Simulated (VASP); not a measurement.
SrCl2, 3 atoms in the cell. Symmetry: Fm-3m, No. 225, cubic system. The conventional cell has a = 6.977 Å, b = 6.977 Å, c = 6.977 Å, α = 90.00°, β = 90.00°, γ = 90.00°. Sr (site symmetry m-3m) has 8 Cl at 3.02 Å within 4.0 Å. Within 4.0 Å of Cl (site symmetry -43m) lie 4 Sr at 3.02 Å and 6 Cl at 3.49 Å. 

| Item | Value |
| --- | --- |
| Program | VASP 6.6.1 |
| Task | single point |
| Functional | LDA |
| Potentials or basis | VASP PAW LDA potentials, release 64 (Sr_sv, Cl) |
| Cutoff | 520 eV |
| k mesh | 7 × 7 × 7 |
| Occupations | fermi-dirac, width 0.05 eV |
| Spin | no spin polarisation |
| Dipole correction | no |
| Further INCAR settings | ALGO = Normal; EDIFF = 1e-06; NBANDS = 19 |

Potentials or basis: VASP PAW LDA potentials, release 64 (Sr_sv, Cl).

The run is started by

```sh
$ cat potpaw_LDA.64/Sr_sv/POTCAR potpaw_LDA.64/Cl/POTCAR > POTCAR
$ mpirun -np 1 vasp_std > vasp.out
```

Hardware: 1 thread of Intel(R) Xeon(R) Platinum 8375C CPU @ 2.90GHz (Ice Lake), on a shared host.

Task: How long does it take, and how much memory?

Result: It took 41 s on 1 thread of Intel(R) Xeon(R) Platinum 8375C CPU @ 2.90GHz (Ice Lake) (shared host), peak memory 0.2 GiB. Counts: scf iterations 13, k points 20.
